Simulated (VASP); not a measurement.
# Si8AuO16 (a cell with a defect): relaxation of the atoms with PBE

System: Si8AuO16 (a cell with a defect).

```
CELL_PARAMETERS angstrom
-4.10430 -4.10430 0.00000
4.10430 -4.10430 0.00000
0.00000 0.00000 5.28340
ATOMIC_POSITIONS crystal
Si 0.50000 0.50000 0.00000
Si 0.00000 0.50000 0.25000
Si 0.50000 0.50000 0.50000
Si 0.00000 0.50000 0.75000
Si 0.00000 0.00000 0.00000
Si 0.50000 0.00000 0.25000
Si 0.00000 0.00000 0.50000
Si 0.50000 0.00000 0.75000
O 0.19470 0.50000 0.00000
O 0.00000 0.19470 0.25000
O 0.80530 0.50000 0.00000
O 0.00000 0.80530 0.25000
O 0.19470 0.50000 0.50000
O 0.00000 0.19470 0.75000
O 0.80530 0.50000 0.50000
O 0.00000 0.80530 0.75000
O 0.69470 0.00000 0.00000
O 0.50000 0.69470 0.25000
O 0.30530 0.00000 0.00000
O 0.50000 0.30530 0.25000
O 0.69470 0.00000 0.50000
O 0.50000 0.69470 0.75000
O 0.30530 0.00000 0.50000
O 0.50000 0.30530 0.75000
Au 0.25332 0.24199 0.88145
```

```yaml
Program: VASP 6.6.1
Task: relaxation of the atoms
Functional: PBE
Potentials_or_basis: VASP PAW PBE potentials, release 64 (Si, O, Au)
Cutoff: 520 eV
k_mesh: 2 × 2 × 2
Occupations: gaussian, width 0.05 eV
Spin: collinear spin
Starting_moments: "[0.0, 0.0, 0.0, 0.0, 0.0, 0.0, 0.0, 0.0, 0.0, 0.0, 0.0, 0.0, 0.0, 0.0, 0.0, 0.0, 0.0, 0.0, 0.0, 0.0, 0.0, 0.0, 0.0, 0.0, 1.0] μB"
Dipole_correction: no
Further_INCAR_settings: LREAL = Auto; ALGO = Normal; EDIFF = 1e-07; IBRION = 2; EDIFFG = -0.03; NSW = 80
```

| Quantity | Value |
| --- | --- |
| Pressure after relaxing | 74.7 GPa |
| Largest force after relaxing | 0.029 eV/Å |
| Net moment | 0.00 μB per cell |
| Valence electrons inside the program's atomic spheres | Si 1.55, 1.60, 1.56 (each value once); O 5.24, 5.26, 5.34, 5.37, 5.25 (each value once); Au 10.59 |

Forces on the atoms (eV/Å):
```
Si  -0.003 -0.016  0.018
Si   0.001 -0.002 -0.008
Si  -0.002 -0.010  0.003
Si   0.025 -0.002 -0.001
Si   0.006  0.011  0.003
Si   0.002 -0.009  0.009
Si  -0.007  0.004 -0.001
Si  -0.002  0.002 -0.012
O   -0.002 -0.015  0.007
O   -0.006 -0.004 -0.006
O   -0.001 -0.011  0.001
O   -0.007 -0.007 -0.008
O    0.001  0.008 -0.005
O    0.000 -0.002  0.010
O   -0.005  0.010  0.010
O    0.001  0.006 -0.003
O   -0.001  0.010  0.003
O    0.001  0.004  0.005
O    0.014 -0.005 -0.025
O   -0.004  0.015 -0.012
O    0.001  0.001  0.000
O   -0.020  0.002 -0.006
O    0.006 -0.006  0.012
O   -0.013  0.011  0.002
Au   0.014  0.005  0.003
```

Stress tensor (GPa, compression positive):
```
75.26 -0.02 -0.24
-0.02 75.24  0.25
-0.24  0.25 73.65
```

Final structure:
```
Si O Au
1.0
    -4.10430   -4.10430    0.00000
     4.10430   -4.10430    0.00000
     0.00000    0.00000    5.28340
Si O Au
8 16 1
Direct
  0.52835 0.49929 0.00661
  0.00303 0.51514 0.25625
  0.51553 0.49698 0.49419
  0.00052 0.52707 0.74343
  0.97275 0.99978 0.00755
  0.49686 0.98435 0.25603
  0.98481 0.00320 0.49454
  0.50004 0.97138 0.74341
  0.19626 0.56873 0.03242
  0.98059 0.20572 0.25915
  0.81748 0.50588 0.99961
  0.97215 0.81521 0.25364
  0.20590 0.51885 0.49161
  0.92981 0.19818 0.71594
  0.81570 0.52810 0.49717
  0.99398 0.81727 0.75101
  0.68295 0.99410 0.99947
  0.52760 0.68395 0.25290
  0.30239 0.92721 0.03546
  0.51950 0.29413 0.25932
  0.68440 0.97273 0.49732
  0.50568 0.68271 0.75096
  0.29422 0.97993 0.49097
  0.57133 0.30434 0.71727
  0.25148 0.24776 0.87523
```

Levels at points of the mesh, in eV from the Fermi level:
Spin up:
```csv
k point,band 65,band 66,band 67,band 68,band 69,band 70,band 71,band 72,band 73,band 74
"(0.00, 0.00, 0.00)",-4.94,-4.94,-3.88,-3.87,-3.47,-0.60,1.78,1.78,2.51,3.70
"(0.50, 0.00, 0.00)",-4.81,-4.67,-4.64,-4.04,-3.38,-0.12,1.74,1.89,3.03,3.92
"(0.00, 0.50, 0.00)",-4.81,-4.67,-4.64,-4.04,-3.38,-0.12,1.74,1.89,3.03,3.92
"(0.50, 0.50, 0.00)",-5.02,-4.82,-4.81,-4.57,-3.02,-0.04,2.02,2.02,3.35,4.41
"(0.00, 0.00, 0.50)",-5.19,-4.31,-3.70,-3.70,-3.30,0.04,2.35,2.35,3.77,4.49
"(0.50, 0.00, 0.50)",-5.00,-4.67,-4.36,-3.65,-2.99,0.26,2.19,2.44,3.80,5.00
"(0.00, 0.50, 0.50)",-5.00,-4.68,-4.36,-3.65,-2.99,0.26,2.19,2.44,3.80,5.00
"(0.50, 0.50, 0.50)",-4.91,-4.70,-4.58,-4.58,-2.74,0.53,2.40,2.40,4.04,5.33
```
Spin down:
| k point | band 66 | band 67 | band 68 | band 69 | band 70 | band 71 | band 72 | band 73 |
| --- | --- | --- | --- | --- | --- | --- | --- | --- |
| (0.00, 0.00, 0.00) | -4.94 | -3.88 | -3.87 | -3.47 | -0.60 | 1.78 | 1.78 | 2.51 |
| (0.50, 0.00, 0.00) | -4.67 | -4.64 | -4.04 | -3.38 | -0.12 | 1.74 | 1.89 | 3.03 |
| (0.00, 0.50, 0.00) | -4.67 | -4.64 | -4.04 | -3.38 | -0.12 | 1.74 | 1.89 | 3.03 |
| (0.50, 0.50, 0.00) | -4.82 | -4.81 | -4.57 | -3.02 | -0.04 | 2.02 | 2.02 | 3.35 |
| (0.00, 0.00, 0.50) | -4.31 | -3.70 | -3.70 | -3.30 | 0.04 | 2.35 | 2.35 | 3.77 |
| (0.50, 0.00, 0.50) | -4.67 | -4.36 | -3.65 | -2.99 | 0.26 | 2.19 | 2.44 | 3.80 |
| (0.00, 0.50, 0.50) | -4.68 | -4.36 | -3.65 | -2.99 | 0.26 | 2.19 | 2.44 | 3.80 |
| (0.50, 0.50, 0.50) | -4.70 | -4.58 | -4.58 | -2.74 | 0.53 | 2.40 | 2.40 | 4.04 |

It took 32 min on 4 MPI ranks on Intel(R) Xeon(R) Platinum 8488C (Sapphire Rapids) (shared host), peak memory 0.31 GiB a rank.

Caveat: the k points lie up to 0.59 Å⁻¹ apart; spin-orbit coupling is left out, which moves the levels of the heavy elements.
